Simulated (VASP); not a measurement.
# AlN (F-43m) in VASP: a series of runs

The runs below take AlN through relaxation of cell and atoms, single point, with PBE.

Everything below comes from runs of VASP 6.6.1. Logs are shortened: lines on timing, memory, paths and dates and some standing lists are left out, and cuts for length are marked.

**1. The cell of the first run**

It takes space group F-43m (No. 216, cubic). The conventional cell has a = 4.767 Å, b = 4.767 Å, c = 4.767 Å, α = 90.00°, β = 90.00°, γ = 90.00°. Within 2.7 Å of Al (site symmetry -43m) lie 4 N at 2.06 Å. Within 2.7 Å of N (site symmetry -43m) lie 4 Al at 2.06 Å.

**2. Relaxation of cell and atoms, PBE**

INCAR

```
PREC = Accurate
ENCUT = 600
EDIFF = 1E-6
ISMEAR = 0
SIGMA = 0.15
LREAL = False
LASPH = True
NELM = 80
ALGO = Normal
ISIF = 3
LWAVE = False
LCHARG = False
GGA = PE
IBRION = 2
NSW = 36
EDIFFG = -0.08
```

KPOINTS

```
regular mesh
0
Gamma
  5 5 5
```

POSCAR

```
AlN
1.0
    0.0000000000      2.3834280700      2.3834280700
    2.3834280700      0.0000000000      2.3834280700
    2.3834280700      2.3834280700      0.0000000000
Al N
1 1
Direct
    0.0000000000      0.0000000000      0.0000000000
    0.2500000000      0.2500000000      0.2500000000
```

Potentials or basis: VASP PAW PBE potentials, release 64 (Al, N).

The run is started by

```bash
$ cat potpaw_PBE.64/Al/POTCAR potpaw_PBE.64/N/POTCAR > POTCAR
$ mpirun -np 1 vasp_std > vasp.out
```

OUTCAR:

```text
PREC = Accurate
   ENCUT = 600
   EDIFF = 1E-6
   ISMEAR = 0
   LREAL = False
   LASPH = True
   NELM = 80
   ISIF = 3
   GGA = PE
   IBRION = 2
   NSW = 36
   EDIFFG = -0.08

 ion  position               nearest neighbor table
   1  0.000  0.000  0.000-   2 2.06   2 2.06   2 2.06   2 2.06
   2  0.250  0.250  0.250-   1 2.06   1 2.06   1 2.06   1 2.06

  LATTYP: Found a face centered cubic cell.
 ALAT       =     4.7668561400

  Lattice vectors:

 A1 = (   0.0000000000,   2.3834280700,   2.3834280700)
 A2 = (   2.3834280700,   0.0000000000,   2.3834280700)
 A3 = (   2.3834280700,   2.3834280700,   0.0000000000)

Analysis of symmetry for initial positions (statically):
=====================================================================
 Subroutine PRICEL returns:
 Original cell was already a primitive cell.

 Routine SETGRP: Setting up the symmetry group for a
 face centered cubic supercell.

 Subroutine GETGRP returns: Found 24 space group operations
 (whereof 24 operations were pure point group operations)
 out of a pool of 48 trial point group operations.

The static configuration has the point symmetry T_d .

Analysis of symmetry for dynamics (positions and initial velocities):
=====================================================================
 Subroutine PRICEL returns:
 Original cell was already a primitive cell.

 Routine SETGRP: Setting up the symmetry group for a
 face centered cubic supercell.

 Subroutine GETGRP returns: Found 24 space group operations
 (whereof 24 operations were pure point group operations)
 out of a pool of 48 trial point group operations.

The dynamic configuration has the point symmetry T_d .

 Subroutine INISYM returns: Found 24 space group operations
 (whereof 24 operations are pure point group operations),
 and found     1 'primitive' translations

----------------------------------------------------------------------------------------

                                     Primitive cell

  volume of cell :      27.0792

  direct lattice vectors                    reciprocal lattice vectors
     0.000000000  2.383428070  2.383428070    -0.209781871  0.209781871  0.209781871
     2.383428070  0.000000000  2.383428070     0.209781871 -0.209781871  0.209781871
     2.383428070  2.383428070  0.000000000     0.209781871  0.209781871 -0.209781871

  length of vectors
     3.370676302  3.370676302  3.370676302     0.363352859  0.363352859  0.363352859

  position of ions in fractional coordinates (direct lattice)
     0.000000000  0.000000000  0.000000000
     0.250000000  0.250000000  0.250000000

  ion indices of the primitive-cell ions
   primitive index   ion index
                 1           1
                 2           2
[... 46 lines left out ...]
   NGXF,Y,Z  is equivalent  to a cutoff of  27.62, 27.62, 27.62 a.u.
 SYSTEM =  unknown system
   PREC   = accura    normal or accurate (medium, high low for compatibility)
   ISTART =      0    job   : 0-new  1-cont  2-samecut
   ICHARG =      2    charge: 1-file 2-atom 10-const
   ISPIN  =      1    spin polarized calculation?
   LNONCOLLINEAR =      F non collinear calculations
   LSORBIT =      F    spin-orbit coupling
   LASPH  =      T    aspherical Exc in radial PAW
   ENCUT  =  600.0 eV  44.10 Ry    6.64 a.u.   6.73  6.73  6.73*2*pi/ulx,y,z
   NELM   =     80;   NELMIN=  2; NELMDL= -5     # of ELM steps
   EDIFF  = 0.1E-05   stopping-criterion for ELM
   LREAL  =      F    real-space projection
   EDIFFG = -.8E-01   stopping-criterion for IOM
   NSW    =     36    number of steps for IOM
   IBRION =      2    ionic relax: 0-MD 1-quasi-New 2-CG
   NFREE  =      1    steps in history (QN), initial steepest desc. (CG)
   ISIF   =      3    stress and relaxation
   ISYM   =      2    0-nonsym 1-usesym 2-fastsym
   POTIM  = 0.5000    time-step for ionic-motion
   TEBEG  =    0.0;   TEEND  =   0.0 temperature during run
   PSTRESS=    0.0 pullay stress
   NELECT =       8.0000    total number of electrons
   NUPDOWN=      -1.0000    fix difference up-down
   EMIN   =  10.00;   EMAX   =-10.00  energy-range for DOS
   EFERMI =   0.00;   METHOD = LEGACY
   ISMEAR =     0;   SIGMA  =   0.15  broadening in eV -4-tet -1-fermi 0-gaus
   EFERMI_NEDOS =   21; number of points for ismear=-14 and -15
   IALGO  =     38    algorithm
   IMIX   =      4    mixing-type and parameters
     AMIX     =   0.40;   BMIX     =  1.00
     AMIX_MAG =   1.60;   BMIX_MAG =  1.00
  volume/ion in A,a.u.               =      13.54        91.37
  Fermi-wavevector in a.u.,A,eV,Ry     =   1.090334  2.060432 16.174982  1.188828
  Thomas-Fermi vector in A             =   2.226556
   LORBIT       =      0    0 simple, 1 ext, 2 COOP (PROOUT), +10 PAW based schemes
   GGA     = PE    functional components
   LHFCALC =     F    Hartree Fock is set to
   AEXX    =    0.0000 exact exchange contribution
   IVDW    =     0    specifies the selected vdW correction
   LEPSILON=     F    determine dielectric tensor
   LRPA    =     F    only Hartree local field effects (RPA)
 conjugate gradient relaxation of ions
 non-spin polarized calculation
 Gauss-broadening in eV      SIGMA  =   0.15
  energy-cutoff  :      600.00
  volume of cell :       27.08
 maximum number of plane-waves:       918
   NGX = 13   NGY = 13   NGZ = 13

--------------------------------------- Ionic step        1  -------------------------------------------

 number of electron       8.0000000 magnetization

 Free energy of the ion-electron system (eV)
  ---------------------------------------------------
  ext. energy  EPLUGINS =         0.00000000
  ---------------------------------------------------
  free energy    TOTEN  =       -14.21179868 eV

  energy without entropy =      -14.21179868  energy(sigma->0) =      -14.21179868

 E-fermi :   4.3994     XC(G=0):  -9.8383

 val. band max:        3.7532169555   @ k =   0.0000   0.0000   0.0000
 cond. band min:       5.8223944410   @ k =   0.0000   0.0000   0.0000
 fundamental gap:      2.0691774856
 Fermi energy:         4.3993719893

 k-point     1 :       0.0000    0.0000    0.0000
  band No.  band energies     occupation
      1      -9.8687      2.00000
      2       3.7532      2.00000
      3       3.7532      2.00000
      4       3.7532      2.00000
      5       5.8224      0.00000
      6      13.9222      0.00000
      7      13.9222      0.00000
      8      13.9222      0.00000
[... 168 lines left out ...]
--------------------------------------- Ionic step        3  -------------------------------------------

 number of electron       8.0000000 magnetization

 Free energy of the ion-electron system (eV)
  ---------------------------------------------------
  ext. energy  EPLUGINS =         0.00000000
  ---------------------------------------------------
  free energy    TOTEN  =       -14.84874424 eV

  energy without entropy =      -14.84874424  energy(sigma->0) =      -14.84874424

 E-fermi :   6.4076     XC(G=0): -10.8254

 val. band max:        5.7483776915   @ k =   0.0000   0.0000   0.0000
 cond. band min:       9.6132871480   @ k =   0.4000   0.4000   0.0000
 fundamental gap:      3.8649094564
 Fermi energy:         6.4075532541

 k-point     1 :       0.0000    0.0000    0.0000
  band No.  band energies     occupation
      1      -9.0937      2.00000
      2       5.7484      2.00000
      3       5.7484      2.00000
      4       5.7484      2.00000
      5       9.7268      0.00000
      6      18.0598      0.00000
      7      18.0598      0.00000
      8      18.0598      0.00000
[... 126 lines left out ...]
  FREE ENERGIE OF THE ION-ELECTRON SYSTEM (eV)
  ---------------------------------------------------
  free  energy   TOTEN  =       -14.8487442406 eV

  energy  without entropy=      -14.8487442406  energy(sigma->0) =      -14.84874424

 reached required accuracy - stopping structural energy minimisation
```

It used 7.9 s of CPU time on 1 thread of Intel Xeon 6975P-C, with other jobs on the host.

Results:

```
Free energy                            : -14.8487 eV
Relaxed volume                         : 10.68 Å³/atom
Relaxed cell                           : a = 3.114 Å, b = 3.114 Å, c = 3.114 Å, α = 60.00°, β = 60.00°, γ = 60.00°
Space group after relaxing (to 0.05 Å) : F-43m (No. 216)
Energy gained by relaxing              : 318.5 meV/atom
Ionic steps                            : 3
Pressure after relaxing                : -0.5 GPa
Band gap on the k mesh                 : 3.86 eV, indirect (least direct gap 3.98 eV)
```

The path:
```
step  energy change (eV)  largest force (eV/Å)  pressure (GPa)  volume (Å³)
   1              0.0000                0.0000          -28.81        27.08
   2             -0.3802                0.0000           34.24        18.62
   3             -0.6369                0.0000           -0.50        21.35
```

Final structure:
```yaml
crystal:
  lattice:
    - [0.00000, 2.20195, 2.20195]
    - [2.20195, 0.00000, 2.20195]
    - [2.20195, 2.20195, 0.00000]
  atoms:
    - { symbol: Al, position: [0.00000, 0.00000, 0.00000] }
    - { symbol: N, position: [0.25000, 0.25000, 0.25000] }
```

Levels at points of the mesh, in eV from the valence-band top:
| k point | band 2 | band 3 | band 4 | band 5 | band 6 | band 7 |
| --- | --- | --- | --- | --- | --- | --- |
| (0.00, 0.00, 0.00) | 0.00 | 0.00 | 0.00 | 3.98 | 12.31 | 12.31 |

Caveat: the k points lie up to 0.49 Å⁻¹ apart in the final cell; the volume moved by over 15 % at a fixed basis, so the end points are rough.

**3. Single point, PBE**

This run uses another cell than the first one, of 10.67 Å³/atom, 0.788 times its volume.

INCAR

```
ALGO = Normal
EDIFF = 1E-6
ENCUT = 520
GGA = PE
ISIF = 2
ISMEAR = 0
LASPH = T
LCHARG = F
LREAL = F
LWAVE = F
NBANDS = 11
NELM = 80
PREC = Accurate
SIGMA = 0.01
```

KPOINTS

```
k-points
0
Gamma
  12 12 12
```

POSCAR

```
AlN
1.0
    0.0000000000      2.2016237539      2.2016237539
    2.2016237539      0.0000000000      2.2016237539
    2.2016237539      2.2016237539      0.0000000000
Al N
1 1
Direct
    0.0000000000      0.0000000000      0.0000000000
    0.7500000000      0.7500000000      0.7500000000
```

Potentials or basis: VASP PAW PBE potentials, release 64 (Al, N).

The run is started by

```bash
$ cat potpaw_PBE.64/Al/POTCAR potpaw_PBE.64/N/POTCAR > POTCAR
$ mpirun -np 1 vasp_std > vasp.out
```

It used 7.2 s of CPU time on 1 thread of Intel Xeon 6975P-C, with other jobs on the host.

It converged, with:

```
Free energy            : -14.8474 eV
Pressure               : -0.3 GPa
Band gap on the k mesh : 3.30 eV, indirect (least direct gap 3.98 eV)
```

Levels at points of the mesh, in eV from the valence-band top:
| k point | band 1 | band 2 | band 3 | band 4 | band 5 | band 6 | band 7 | band 8 | band 9 |
| --- | --- | --- | --- | --- | --- | --- | --- | --- | --- |
| (0.00, 0.00, 0.00) | -14.84 | 0.00 | 0.00 | 0.00 | 3.98 | 12.32 | 12.32 | 12.32 | 17.50 |
| (0.50, 0.00, 0.00) | -12.86 | -5.75 | -0.48 | -0.48 | 7.16 | 9.70 | 11.00 | 11.00 | 17.67 |
| (0.50, 0.50, 0.00) | -12.25 | -4.83 | -1.75 | -1.75 | 3.30 | 8.47 | 13.64 | 15.43 | 15.43 |

**4. Single point, PBE**

This run uses another cell than the first one: it holds 4 atoms, not 2.

INCAR

```
PREC = Accurate
ENCUT = 520
EDIFF = 1E-6
ISMEAR = 0
SIGMA = 0.1
LREAL = False
LASPH = True
NELM = 100
ALGO = Normal
ISIF = 2
LWAVE = False
LCHARG = False
GGA = PE
NBANDS = 16
```

KPOINTS

```
regular mesh
0
Gamma
  6 6 6
```

POSCAR

```
AlN
1.0
    0.0000000000     -2.2016237539     -2.2016237539
   -2.2016237539      0.0000000000     -2.2016237539
    2.2016237539      2.2016237539     -4.4032475077
Al N
2 2
Direct
    0.5000000000      0.5000000000      0.5000000000
    1.0000000000      0.0000000000      0.0000000000
    0.8750000000      0.8750000000      0.3750000000
    0.3750000000      0.3750000000      0.8750000000
```

The run is started by

```bash
$ cat potpaw_PBE.64/Al/POTCAR potpaw_PBE.64/N/POTCAR > POTCAR
$ mpirun -np 1 vasp_std > vasp.out
```

Wall time 17 s (1 thread of Intel Xeon 6975P-C, shared host); peak memory 0.16 GiB.

The run converged. Its results:

```
Free energy            : -29.6931 eV
Pressure               : -0.3 GPa
Band gap on the k mesh : 3.30 eV
```

Levels at points of the mesh, in eV from the valence-band top:
```tsv
k point	band 4	band 5	band 6	band 7	band 8	band 9	band 10	band 11	band 12	band 13
(0.00, 0.00, 0.00)	-0.48	-0.48	0.00	0.00	0.00	3.98	7.16	9.70	10.99	10.99
(0.50, 0.00, 0.00)	-4.70	-2.29	-2.29	-1.18	-1.18	5.82	5.82	9.79	9.79	11.85
(0.50, 0.50, 0.00)	-4.83	-1.75	-1.75	-0.48	-0.48	3.30	7.16	8.47	9.70	10.99
(0.00, 0.00, 0.50)	-3.22	-0.25	-0.25	-0.25	-0.25	6.25	6.25	10.75	10.75	12.13
```

**5. Relaxation of cell and atoms, PBE**

This run uses another cell than the first one, of 10.69 Å³/atom, 0.790 times its volume.

INCAR

```
SYSTEM = AlN
PREC = Accurate
ENCUT = 600
EDIFF = 1E-6
ISMEAR = 0
SIGMA = 0.02
LREAL = .FALSE.
LASPH = .TRUE.
NELM = 80
ALGO = Normal
ISIF = 3
LWAVE = .FALSE.
LCHARG = .FALSE.
GGA = PE
IBRION = 2
NSW = 100
EDIFFG = -0.01
```

KPOINTS

```
regular mesh
0
G
  10 10 10
  0 0 0
```

POSCAR

```
AlN
1.0
    0.0000000000      2.2031864183      2.2031864183
    2.2031864183      0.0000000000      2.2031864183
    2.2031864183      2.2031864183      0.0000000000
Al N
1 1
Direct
    0.0000000000      0.0000000000      0.0000000000
    0.7500000000      0.7500000000      0.7500000000
```

The run is started by

```bash
$ cat potpaw_PBE.64/Al/POTCAR potpaw_PBE.64/N/POTCAR > POTCAR
$ mpirun -np 1 vasp_std > vasp.out
```

Run time: 22 s. Hardware: 1 thread of Intel Xeon 6975P-C, shared host; peak memory 0.15 GiB.

The run converged. Its results:

```
Free energy                            : -14.8490 eV
Relaxed volume                         : 10.65 Å³/atom
Relaxed cell                           : a = 3.111 Å, b = 3.111 Å, c = 3.111 Å, α = 60.00°, β = 60.00°, γ = 60.00°
Space group after relaxing (to 0.05 Å) : F-43m (No. 216)
Energy gained by relaxing              : 0.1 meV/atom
Ionic steps                            : 3
Pressure after relaxing                : 0.0 GPa
Band gap on the k mesh                 : 3.31 eV, indirect (least direct gap 4.00 eV)
```

Step by step:
```csv
step,energy change (eV),largest force (eV/Å),pressure (GPa),volume (Å³)
1,0.0000,0.0000,-0.82,21.39
2,-0.0001,0.0000,0.72,21.22
3,-0.0002,0.0000,0.01,21.30
```

Final structure:
```yaml
crystal:
  lattice:
    - [0.00000, 2.20007, 2.20007]
    - [2.20007, 0.00000, 2.20007]
    - [2.20007, 2.20007, 0.00000]
  atoms:
    - { symbol: Al, position: [0.00000, 0.00000, 0.00000] }
    - { symbol: N, position: [0.75000, 0.75000, 0.75000] }
```

Levels at points of the mesh, in eV from the valence-band top:
```tsv
k point	band 1	band 2	band 3	band 4	band 5	band 6	band 7	band 8
(0.00, 0.00, 0.00)	-14.86	0.00	0.00	0.00	4.00	12.34	12.34	12.34
(0.50, 0.00, 0.00)	-12.87	-5.76	-0.48	-0.48	7.18	9.71	11.01	11.01
(0.50, 0.50, 0.00)	-12.26	-4.84	-1.75	-1.75	3.31	8.48	13.66	15.46
```

**6. Relaxation of cell and atoms, PBE**

This run uses another cell than the first one, of 10.67 Å³/atom, 0.788 times its volume.

INCAR

```
SYSTEM = AlN
ALGO = Normal
EDIFF = 1E-6
EDIFFG = -0.001
ENCUT = 600
GGA = PE
IBRION = 2
ISIF = 3
ISMEAR = 0
LASPH = .TRUE.
LCHARG = .FALSE.
LREAL = .FALSE.
LWAVE = .FALSE.
NELM = 100
NSW = 80
PREC = Accurate
SIGMA = 0.01
```

KPOINTS

```
k-points
0
G
  12 12 12
  0 0 0
```

POSCAR

```
AlN
1.0
    0.0000000000      2.2016237539      2.2016237539
    2.2016237539      0.0000000000      2.2016237539
    2.2016237539      2.2016237539      0.0000000000
Al N
1 1
Direct
    0.0000000000      0.0000000000      0.0000000000
    0.7500000000      0.7500000000      0.7500000000
```

Potentials or basis: VASP PAW PBE potentials, release 64 (Al, N).

The run is started by

```bash
$ cat potpaw_PBE.64/Al/POTCAR potpaw_PBE.64/N/POTCAR > POTCAR
$ mpirun -np 1 vasp_std > vasp.out
```

It took 31 s on 1 thread of Intel Xeon 6975P-C, shared host; peak memory 0.16 GiB.

Results (log left out):

```yaml
Free_energy: -14.8490 eV
Relaxed_volume: 10.65 Å³/atom
Relaxed_cell: a = 3.111 Å, b = 3.111 Å, c = 3.111 Å, α = 60.00°, β = 60.00°, γ = 60.00°
Space_group_after_relaxing_to_0.05_Å: F-43m (No. 216)
Energy_gained_by_relaxing: 0.0 meV/atom
Ionic_steps: 3
Pressure_after_relaxing: 0.0 GPa
Band_gap_on_the_k_mesh: 3.31 eV, indirect (least direct gap 4.00 eV)
```

Final structure:
```xyz
2
Lattice="0.0000 2.2001 2.2001 2.2001 0.0000 2.2001 2.2001 2.2001 0.0000" Properties=species:S:1:pos:R:3 pbc="T T T"
Al    0.0000    0.0000    0.0000
N     3.3001    3.3001    3.3001
```

Levels at points of the mesh, in eV from the valence-band top:
```tsv
k point	band 2	band 3	band 4	band 5	band 6	band 7
(0.00, 0.00, 0.00)	0.00	0.00	0.00	4.00	12.34	12.34
(0.50, 0.00, 0.00)	-5.76	-0.48	-0.48	7.18	9.71	11.01
(0.50, 0.50, 0.00)	-4.84	-1.75	-1.75	3.31	8.48	13.66
```

A k mesh can miss the band edges. As with any semilocal functional, this PBE gap is likely too small.

**7. Overview**

```csv
task,cell,k mesh,cutoff (eV),smearing,gap on the mesh (eV),pressure (GPa),relaxed volume (Å³/atom)
relaxation of cell and atoms,"relaxed from a = 3.371 Å, angles 60.0°, 2 atoms",5 × 5 × 5,600,gaussian 0.15 eV,3.86,-0.5,10.68
single point,"a = 3.114 Å, angles 60.0°, 2 atoms",12 × 12 × 12,520,gaussian 0.01 eV,3.30,-0.3,-
single point,"a = 3.114, b = 3.114, c = 5.393 Å, angles 73.2, 73.2, 60.0°, 4 atoms",6 × 6 × 6,520,gaussian 0.1 eV,3.30,-0.3,-
relaxation of cell and atoms,"relaxed from a = 3.116 Å, angles 60.0°, 2 atoms",10 × 10 × 10,600,gaussian 0.02 eV,3.31,0.0,10.65
relaxation of cell and atoms,"relaxed from a = 3.114 Å, angles 60.0°, 2 atoms",12 × 12 × 12,600,gaussian 0.01 eV,3.31,0.0,10.65
```

Alike in all rows: level PBE; potentials or basis VASP PAW PBE potentials, release 64 (Al, N); no spin polarisation.

Caveats: some runs use coarse meshes; the volume moved by over 15 % at a fixed basis, so the end points are rough (some runs).

Total energies depend on the potentials used, so only differences within one code and one set of settings carry meaning.
